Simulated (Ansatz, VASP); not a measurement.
## Two plane-wave programs on BaZrO3

```
Ba Zr O
1.0
     4.18150    0.00000    0.00000
     0.00000    4.18150    0.00000
     0.00000    0.00000    4.18150
Ba Zr O
1 1 3
Cartesian
  2.1968 1.9847 2.0907
  0.0000 0.0000 0.0000
  2.0907 0.0000 0.0000
  0.0000 2.0907 0.0000
  0.0000 0.0000 2.0907
```

Change from the starting cell: all Ba atoms moved +0.150 Å, as atom 1 along Cartesian [1 -1 0].

Alike in both runs: task single point; functional PBE; k mesh 6 × 6 × 6; occupations gaussian, width 0.05 eV; no spin polarisation.

|  | VASP | Ansatz |
| --- | --- | --- |
| version | VASP 6.6.1 | Ansatz 0.2.0 |
| potentials or method | VASP PAW PBE potentials, release 64 (Ba_sv, Zr_sv, O_h), cutoff 910 eV | scalar-relativistic, plane waves, PAW |
| valence electrons in the cell | 40 | 40 |

```tsv
	VASP	Ansatz	Ansatz less VASP
gap on the k mesh at the Fermi level (eV)	3.19	3.23	+0.043
least direct gap on the mesh (eV)	3.40	3.42	+0.019
rms of the force components (eV/Å)	0.220	0.207	-0.0129
```

Atom by atom the forces differ by 0.021 eV/Å (rms over components). The functional is the same, so the differences come from potentials, cutoffs and numerics.

Spin-orbit coupling is off throughout. Noted on VASP's run: the cutoff is short for stress, so the pressure is rough.
